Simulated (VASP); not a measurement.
**Y: single point with PBE**

The system is Y.

```
Y
1.0
     3.59331    0.00000    0.00000
    -1.79666    3.11190    0.00000
     0.00000    0.00000   11.68405
Y
4
Direct
  0.66667 0.33333 0.75000
  0.00000 0.00000 0.50000
  0.33333 0.66667 0.25000
  0.00000 0.00000 0.00000
```

```json
{"Program": "VASP 6.6.1", "Task": "single point", "Functional": "PBE", "Potentials or basis": "VASP PAW PBE potentials, release 64 (Y_sv)", "Cutoff": "520 eV", "k mesh": "8 × 8 × 3", "Occupations": "fermi-dirac, width 0.05 eV", "Spin": "no spin polarisation", "Dipole correction": "no", "Further INCAR settings": "ALGO = Normal; EDIFF = 1e-07; NBANDS = 30"}
```

```
Pressure               : -0.3 GPa
Band gap on the k mesh : zero (band 22 reaches 3.81 eV, above the bottom of band 23 at 2.75 eV)
```

Stress tensor (GPa, compression positive):
```
-0.17  0.00  0.00
 0.00 -0.17  0.00
 0.00  0.00 -0.70
```

Levels at points of the mesh, in eV from the Fermi level:
| k point | band 20 | band 21 | band 22 | band 23 | band 24 | band 25 |
| --- | --- | --- | --- | --- | --- | --- |
| (0.00, 0.00, 0.00) | -1.95 | 0.65 | 0.74 | 0.80 | 1.64 | 1.64 |
| (0.50, 0.00, 0.00) | -1.21 | -0.53 | -0.47 | -0.31 | 0.40 | 0.76 |

Wall time 53 s on 1 thread of Intel(R) Xeon(R) 6975P-C (Granite Rapids) (shared host), peak memory 0.27 GiB.
